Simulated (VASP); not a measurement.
ZnO: single point with PBE

Crystal: ZnO.

```
Zn O
1.0
     3.20299    0.00000    0.00000
    -1.60149    2.77387    0.00000
     0.00000    0.00000    5.15884
Zn O
2 2
Direct
  0.33333 0.66667 0.99765
  0.66667 0.33333 0.49765
  0.33333 0.66667 0.37735
  0.66667 0.33333 0.87735
```

This cell differs from its parent crystal: strain -1.0%.

```json
{
  "Program": "VASP 6.6.1",
  "Task": "single point",
  "Functional": "PBE",
  "Potentials or basis": "VASP PAW PBE potentials, release 64 (Zn, O)",
  "Cutoff": "520 eV",
  "k mesh": "12 × 12 × 6",
  "Occupations": "fermi-dirac, width 0.02 eV",
  "Spin": "no spin polarisation"
}
```

| Quantity | Value |
| --- | --- |
| Pressure | 12.4 GPa |
| Largest force | 0.005 eV/Å |
| Band gap on the k mesh | 0.84 eV |

Forces in eV/Å, atoms in the order of the input:
```
Zn   0.000  0.000  0.005
Zn   0.000  0.000  0.005
O    0.000  0.000 -0.005
O    0.000  0.000 -0.005
```

Levels at points of the mesh, in eV from the valence-band top:
| k point | band 15 | band 16 | band 17 | band 18 | band 19 | band 20 | band 21 | band 22 |
| --- | --- | --- | --- | --- | --- | --- | --- | --- |
| (0.00, 0.00, 0.00) | -0.84 | -0.10 | 0.00 | 0.00 | 0.84 | 5.36 | 8.33 | 13.08 |
| (0.50, 0.00, 0.00) | -2.94 | -2.39 | -1.35 | -0.89 | 5.94 | 6.91 | 7.63 | 8.76 |
| (0.00, 0.00, 0.50) | -0.41 | -0.41 | -0.41 | -0.41 | 3.54 | 3.54 | 10.22 | 10.22 |
| (0.50, 0.00, 0.50) | -1.59 | -1.59 | -1.44 | -1.44 | 5.77 | 5.77 | 8.64 | 8.64 |

Wall time 29 s on 1 thread of Intel(R) Xeon(R) 6975P-C (Granite Rapids), with other jobs on the host, peak memory 0.2 GiB.

Caveat: the cell differs from its parent crystal (strain -1.0%); the cell stands under pressure.
